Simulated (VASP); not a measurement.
Here is a VASP 6.6.1 calculation.

File INCAR:

```
ALGO = Normal
EDIFF = 1E-7
ENCUT = 520
GGA = PE
ISIF = 2
ISMEAR = 0
LASPH = True
LCHARG = True
LELF = True
LREAL = False
LVHAR = True
LWAVE = False
NBANDS = 24
NELM = 100
PREC = Accurate
SIGMA = 0.1
```

KPOINTS

```
k-points
0
Gamma
  6 6 6
```

The input POSCAR:

```
Na2S3
1.0
    2.0238449677      1.1684674369      8.6021817510
   -2.0238449677      1.1684674369      8.6021817510
    0.0000000000     -2.3369348738      8.6021817510
Na S
2 3
Direct
    0.3878975909      0.3878975909      0.3878975909
    0.6121024091      0.6121024091      0.6121024091
    0.0000000000      0.0000000000      0.0000000000
    0.1772653754      0.1772653754      0.1772653754
    0.8227346246      0.8227346246      0.8227346246
```

Potentials or basis: VASP PAW PBE potentials, release 64 (Na_pv, S).

Run with:

```bash
$ cat potpaw_PBE.64/Na_pv/POTCAR potpaw_PBE.64/S/POTCAR > POTCAR
$ mpirun -np 1 vasp_std > vasp.out
```

Task: Predict the band gap on the k mesh.

Result: Zero (filled and empty bands touch).

Task: Predict the pressure.

Result: -0.1 GPa.

Stress tensor (GPa, compression positive):
```
-0.01  0.00  0.00
 0.00 -0.01  0.00
 0.00  0.00 -0.14
```
